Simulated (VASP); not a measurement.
Wanted: the native input for a VASP 6.6.1 run.

```yaml
Task: single point
Functional: PBEsol
Potentials_or_basis: VASP PAW PBE potentials, release 64 (Ga_d, N)
Cutoff: 600 eV
k_mesh: 7 × 7 × 7
Occupations: fermi-dirac, width 0.02 eV
Spin: no spin polarisation
Dipole_correction: no
Further_INCAR_settings: ALGO = Normal; EDIFF = 1e-06; NBANDS = 16
```

The structure of GaN lies in POSCAR:

```
GaN
1.0
    0.0000000000      2.2760356161      2.2535006100
    2.2760356161      0.0000000000      2.2535006100
    2.2760356161      2.2760356161      0.0000000000
Ga N
1 1
Direct
    0.0000000000      0.0000000000      0.0000000000
    0.7500000000      0.7500000000      0.7500000000
```

These files were run (other wordings do the same):

INCAR

```
PREC = Accurate
ENCUT = 600
EDIFF = 1E-6
ISMEAR = -1
SIGMA = 0.02
LREAL = F
LASPH = T
NELM = 120
ALGO = Normal
ISIF = 2
LWAVE = F
LCHARG = F
GGA = PS
NBANDS = 16
GGA_COMPAT = F
```

KPOINTS

```
regular mesh
0
Gamma
  7 7 7
```

Potentials or basis: VASP PAW PBE potentials, release 64 (Ga_d, N).

Run with:

```sh
$ cat potpaw_PBE.64/Ga_d/POTCAR potpaw_PBE.64/N/POTCAR > POTCAR
$ mpirun -np 1 vasp_std > vasp.out
```

It gave:

| Property | Result |
| --- | --- |
| Pressure | -5.0 GPa |
| Band gap on the k mesh | 1.52 eV |

Caveat: the cell stands under tension; the PAW data sets were made with another functional, which shifts forces and pressure a little.

Wall time 18 s on 1 thread of AMD EPYC 7R13 Processor (Zen 3), on a shared host, peak memory 0.13 GiB.
